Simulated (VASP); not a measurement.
# TiSi2 (Pmmm) in VASP: relaxation of cell and atoms with PBE

Aim: the relaxation of cell and atoms of TiSi2 with PBE.

All numbers are computed with VASP 6.6.1; they aren't measurements. Logs are shortened: lines on timing, memory, paths and dates and some standing lists are left out, and cuts for length are marked.

## Step 1: The cell of the first run

Symmetry: Pmmm, No. 47, orthorhombic system. The conventional cell has a = 2.669 Å, b = 3.769 Å, c = 5.108 Å, α = 90.00°, β = 90.00°, γ = 90.00°. Ti (site symmetry mmm) has 2 Ti at 2.67 Å and 8 Si at 2.67 Å within 3.5 Å. Within 3.2 Å of Si (site symmetry mm2) lie 4 Si at 2.42 to 2.68 Å and 4 Ti at 2.67 Å.

The cell was built from a structure type or drawn by symmetry, and may not be a known phase.

## Step 2: Relaxation of cell and atoms, PBE

Contents of INCAR:

```
  ALGO = Normal
  EDIFF = 1E-6
  EDIFFG = -0.01
  ENCUT = 600
  GGA = PE
  IBRION = 2
  ISIF = 3
  ISMEAR = 0
  LASPH = True
  LCHARG = False
  LREAL = False
  LWAVE = False
  NELM = 80
  NSW = 100
  PREC = Accurate
  SIGMA = 0.1
```

Contents of KPOINTS:

```
k-points
0
Gamma
  18 12 10
```

Contents of POSCAR:

```
TiSi2
1.0
    2.6693098827      0.0000000000      0.0000000000
    0.0000000000      3.7688005113      0.0000000000
    0.0000000000      0.0000000000      5.1077081901
Ti Si
1 2
Direct
    0.5000000000      0.0000000000      0.5000000000
    0.0000000000      0.5000000000      0.7627406302
    0.0000000000      0.5000000000      0.2372593698
```

Potentials or basis: VASP PAW PBE potentials, release 64 (Ti_sv, Si).

Launch:

```console
cat potpaw_PBE.64/Ti_sv/POTCAR potpaw_PBE.64/Si/POTCAR > POTCAR
mpirun -np 1 vasp_std > vasp.out
```

OUTCAR:

```text
EDIFF = 1E-6
   EDIFFG = -0.01
   ENCUT = 600
   GGA = PE
   IBRION = 2
   ISIF = 3
   ISMEAR = 0
   LASPH = True
   LREAL = False
   NELM = 80
   NSW = 100
   PREC = Accurate

 ion  position               nearest neighbor table
   1  0.500  0.000  0.500-   2 2.67   3 2.67   2 2.67   3 2.67   2 2.67   3 2.67   2 2.67   3 2.67

   2  0.000  0.500  0.763-   3 2.42   1 2.67   1 2.67   1 2.67   1 2.67   3 2.68
   3  0.000  0.500  0.237-   2 2.42   1 2.67   1 2.67   1 2.67   1 2.67   2 2.68

  LATTYP: Found a simple orthorhombic cell.
 ALAT       =     2.6693098827
 B/A-ratio  =     1.4119007073
 C/A-ratio  =     1.9134939046

  Lattice vectors:

 A1 = (   2.6693098827,   0.0000000000,   0.0000000000)
 A2 = (   0.0000000000,   3.7688005113,   0.0000000000)
 A3 = (   0.0000000000,   0.0000000000,   5.1077081901)

Analysis of symmetry for initial positions (statically):
=====================================================================
 Subroutine PRICEL returns:
 Original cell was already a primitive cell.

 Routine SETGRP: Setting up the symmetry group for a
 simple orthorhombic supercell.

 Subroutine GETGRP returns: Found  8 space group operations
 (whereof  8 operations were pure point group operations)
 out of a pool of  8 trial point group operations.

The static configuration has the point symmetry D_2h.

Analysis of symmetry for dynamics (positions and initial velocities):
=====================================================================
 Subroutine PRICEL returns:
 Original cell was already a primitive cell.

 Routine SETGRP: Setting up the symmetry group for a
 simple orthorhombic supercell.

 Subroutine GETGRP returns: Found  8 space group operations
 (whereof  8 operations were pure point group operations)
 out of a pool of  8 trial point group operations.

The dynamic configuration has the point symmetry D_2h.

 Subroutine INISYM returns: Found  8 space group operations
 (whereof  8 operations are pure point group operations),
 and found     1 'primitive' translations

----------------------------------------------------------------------------------------

                                     Primitive cell

  volume of cell :      51.3840

  direct lattice vectors                    reciprocal lattice vectors
     2.669309883  0.000000000  0.000000000     0.374628666  0.000000000  0.000000000
     0.000000000  3.768800511  0.000000000     0.000000000  0.265336411  0.000000000
     0.000000000  0.000000000  5.107708190     0.000000000  0.000000000  0.195782524

  length of vectors
     2.669309883  3.768800511  5.107708190     0.374628666  0.265336411  0.195782524

  position of ions in fractional coordinates (direct lattice)
     0.500000000  0.000000000  0.500000000
     0.000000000  0.500000000  0.762740630
     0.000000000  0.500000000  0.237259370

  ion indices of the primitive-cell ions
   primitive index   ion index
                 1           1
                 2           2
                 3           3

----------------------------------------------------------------------------------------

 KPOINTS: k-points

Automatic generation of k-mesh.
 Grid dimensions read from file:
 generate k-points for:   18   12   10

 Generating k-lattice:

  Cartesian coordinates                     Fractional coordinates (reciprocal lattice)
     0.020812704  0.000000000  0.000000000     0.055555556  0.000000000  0.000000000
     0.000000000  0.022111368  0.000000000     0.000000000  0.083333333  0.000000000
     0.000000000  0.000000000  0.019578252     0.000000000  0.000000000  0.100000000

  Length of vectors
     0.020812704  0.022111368  0.019578252

  Shift w.r.t. Gamma in fractional coordinates (k-lattice)
     0.000000000  0.000000000  0.000000000

 Subroutine IBZKPT returns following result:
 ===========================================

 Found    420 irreducible k-points:

 Following reciprocal coordinates:
            Coordinates               Weight
  0.000000  0.000000  0.000000      1.000000
  0.055556  0.000000  0.000000      2.000000
  0.111111  0.000000  0.000000      2.000000
  0.166667  0.000000  0.000000      2.000000
  0.222222  0.000000  0.000000      2.000000
  0.277778  0.000000  0.000000      2.000000
[... 16 lines left out ...]
  0.111111  0.166667  0.000000      4.000000
  0.166667  0.166667  0.000000      4.000000
 [... further k-points ...]
   k-points           NKPTS =    420   k-points in BZ     NKDIM =    420   number of bands    NBANDS=     14
   number of dos      NEDOS =    301   number of ions     NIONS =      3
   total plane-waves  NPLWV =  30240
   dimension x,y,z NGX =    24 NGY =   30 NGZ =   42
   dimension x,y,z NGXF=    48 NGYF=   60 NGZF=   84
   ions per type =               1   2
   NGX,Y,Z   is equivalent  to a cutoff of  14.95, 13.23, 13.67 a.u.
   NGXF,Y,Z  is equivalent  to a cutoff of  29.89, 26.47, 27.34 a.u.
 SYSTEM =  unknown system
   PREC   = accura    normal or accurate (medium, high low for compatibility)
   ISTART =      0    job   : 0-new  1-cont  2-samecut
   ICHARG =      2    charge: 1-file 2-atom 10-const
   ISPIN  =      1    spin polarized calculation?
   LNONCOLLINEAR =      F non collinear calculations
   LSORBIT =      F    spin-orbit coupling
   LASPH  =      T    aspherical Exc in radial PAW
   ENCUT  =  600.0 eV  44.10 Ry    6.64 a.u.   5.33  7.53 10.20*2*pi/ulx,y,z
   NELM   =     80;   NELMIN=  2; NELMDL= -5     # of ELM steps
   EDIFF  = 0.1E-05   stopping-criterion for ELM
   LREAL  =      F    real-space projection
   EDIFFG = -.1E-01   stopping-criterion for IOM
   NSW    =    100    number of steps for IOM
   IBRION =      2    ionic relax: 0-MD 1-quasi-New 2-CG
   NFREE  =      1    steps in history (QN), initial steepest desc. (CG)
   ISIF   =      3    stress and relaxation
   ISYM   =      2    0-nonsym 1-usesym 2-fastsym
   POTIM  = 0.5000    time-step for ionic-motion
   TEBEG  =    0.0;   TEEND  =   0.0 temperature during run
   PSTRESS=    0.0 pullay stress
   NELECT =      20.0000    total number of electrons
   NUPDOWN=      -1.0000    fix difference up-down
   EMIN   =  10.00;   EMAX   =-10.00  energy-range for DOS
   EFERMI =   0.00;   METHOD = LEGACY
   ISMEAR =     0;   SIGMA  =   0.10  broadening in eV -4-tet -1-fermi 0-gaus
   EFERMI_NEDOS =   21; number of points for ismear=-14 and -15
   IALGO  =     38    algorithm
   IMIX   =      4    mixing-type and parameters
     AMIX     =   0.40;   BMIX     =  1.00
     AMIX_MAG =   1.60;   BMIX_MAG =  1.00
  volume/ion in A,a.u.               =      17.13       115.59
  Fermi-wavevector in a.u.,A,eV,Ry     =   1.195296  2.258782 19.439082  1.428732
  Thomas-Fermi vector in A             =   2.331265
   LORBIT       =      0    0 simple, 1 ext, 2 COOP (PROOUT), +10 PAW based schemes
   GGA     = PE    functional components
   LHFCALC =     F    Hartree Fock is set to
   AEXX    =    0.0000 exact exchange contribution
   IVDW    =     0    specifies the selected vdW correction
   LEPSILON=     F    determine dielectric tensor
   LRPA    =     F    only Hartree local field effects (RPA)
 conjugate gradient relaxation of ions
 non-spin polarized calculation
 Gauss-broadening in eV      SIGMA  =   0.10
  energy-cutoff  :      600.00
  volume of cell :       51.38
 maximum number of plane-waves:      1739
 NGX is ok and might be reduce to    24
   NGX = 11   NGY = 15   NGZ = 21

--------------------------------------- Ionic step        1  -------------------------------------------

 number of electron      20.0000000 magnetization

 Free energy of the ion-electron system (eV)
  ---------------------------------------------------
  ext. energy  EPLUGINS =         0.00000000
  ---------------------------------------------------
  free energy    TOTEN  =       -19.41458205 eV

  energy without entropy =      -19.40964342  energy(sigma->0) =      -19.41211273

------------------------ aborting loop because EDIFF is reached ----------------------------------------

  FORCE on cell =-STRESS in cart. coord.  units (eV):
  Direction    XX          YY          ZZ          XY          YZ          ZX
  --------------------------------------------------------------------------------------
  -------------------------------------------------------------------------------------
  Total       -0.0031020     -0.0686982      0.0598302      0.0000000      0.0000000      0.0000000
  in kB       -0.0967217     -2.1420414      1.8655317      0.0000000      0.0000000      0.0000000
  external PRESSURE =      -0.1244104 kB  Pullay stress =       0.0000000 kB
[... 92 lines left out ...]
  FREE ENERGIE OF THE ION-ELECTRON SYSTEM (eV)
  ---------------------------------------------------
  free  energy   TOTEN  =       -19.4153062069 eV

  energy  without entropy=      -19.4101566908  energy(sigma->0) =      -19.41273145

 E-fermi :  11.3158     XC(G=0): -11.8576

 val. band max:       11.3151277127   @ k =   0.2778   0.0833   0.2000
 cond. band min:      11.3159904140   @ k =   0.1667   0.0833   0.5000
 fundamental gap:      0.0008627013
 Fermi energy:        11.3158115892

 k-point     1 :       0.0000    0.0000    0.0000
  band No.  band energies     occupation
      1     -45.5286      2.00000
      2     -21.7933      2.00000
      3     -21.1301      2.00000
      4     -19.7876      2.00000
      5      -3.5866      2.00000
      6      -0.0425      2.00000
      7       3.7180      2.00000
      8       8.7222      2.00000
      9       9.2521      2.00000
     10      11.1855      1.93459
     11      13.4468      0.00000
     12      14.7072      0.00000
     13      15.9323      0.00000
     14      16.7487      0.00000
[... 379 lines left out ...]
      3     -21.2691      2.00000
      4     -20.7160      2.00000
      5      -2.1921      2.00000
      6       1.2616      2.00000
      7       5.1163      2.00000
      8       9.8868      2.00000
      9      10.8770      2.00000
     10      11.0211      1.99997
     11      11.8341      0.00000
     12      12.7123      0.00000
     13      14.4829      0.00000
     14      15.2764      0.00000

 [... further k-points ...]

[... ionic steps 4 to 21 ...]

--------------------------------------- Ionic step       22  -------------------------------------------

 number of electron      19.9999998 magnetization

------------------------ aborting loop because EDIFF is reached ----------------------------------------
[... 69 lines left out ...]
--------------------------------------- Ionic step       24  -------------------------------------------

 number of electron      19.9999998 magnetization

 Free energy of the ion-electron system (eV)
  ---------------------------------------------------
  ext. energy  EPLUGINS =         0.00000000
  ---------------------------------------------------
  free energy    TOTEN  =       -19.82700455 eV

  energy without entropy =      -19.82317234  energy(sigma->0) =      -19.82508845

 E-fermi :   9.4835     XC(G=0): -11.2512

 val. band max:        9.4793313639   @ k =   0.2778   0.3333   0.3000
 cond. band min:       9.4840318664   @ k =   0.4444   0.3333   0.4000
 fundamental gap:      0.0047005025
 Fermi energy:         9.4834860622

 k-point     1 :       0.0000    0.0000    0.0000
  band No.  band energies     occupation
      1     -47.2066      2.00000
      2     -23.6123      2.00000
      3     -23.1635      2.00000
      4     -23.1585      2.00000
      5      -2.9335      2.00000
      6       0.4213      2.00000
      7       2.9649      2.00000
      8       8.1285      2.00000
      9       8.7450      2.00000
     10      10.8492      0.00000
     11      10.8962      0.00000
     12      12.6803      0.00000
     13      12.8827      0.00000
     14      14.2795      0.00000
[... 421 lines left out ...]
  FREE ENERGIE OF THE ION-ELECTRON SYSTEM (eV)
  ---------------------------------------------------
  free  energy   TOTEN  =       -19.8270045493 eV

  energy  without entropy=      -19.8231723439  energy(sigma->0) =      -19.82508845

 reached required accuracy - stopping structural energy minimisation
```

It took 31 min on 1 thread of Intel Xeon 6975P-C (Granite Rapids), shared host; peak memory 0.53 GiB.

What came out:

```yaml
Free_energy: -19.8270 eV
Relaxed_volume: 15.27 Å³/atom
Relaxed_cell: a = 2.763 Å, b = 2.773 Å, c = 5.979 Å, α = 90.00°, β = 90.00°, γ = 90.00°
Space_group_after_relaxing_to_0.1_Å: P4/mmm (No. 123)
Pressure_after_relaxing: 0.0 GPa
Largest_force_after_relaxing: 0.008 eV/Å
Band_gap_on_the_k_mesh: zero (bands 10 and 11 overlap by 2.76 eV)
```

Forces on the atoms (eV/Å):
```
Ti   0.000  0.000  0.000
Si   0.000  0.000 -0.008
Si   0.000  0.000  0.008
```

Stress tensor (GPa, compression positive):
```
-0.06  0.00  0.00
 0.00 -0.05  0.00
 0.00  0.00  0.04
```

Final structure:
```
CELL_PARAMETERS angstrom
2.76345 0.00000 0.00000
0.00000 2.77309 0.00000
0.00000 0.00000 5.97872
ATOMIC_POSITIONS crystal
Ti 0.50000 0.00000 0.50000
Si 0.00000 0.50000 0.80307
Si 0.00000 0.50000 0.19693
```

Caveat: a cell axis changed by over 15 % at a fixed basis, so the end point is rough.
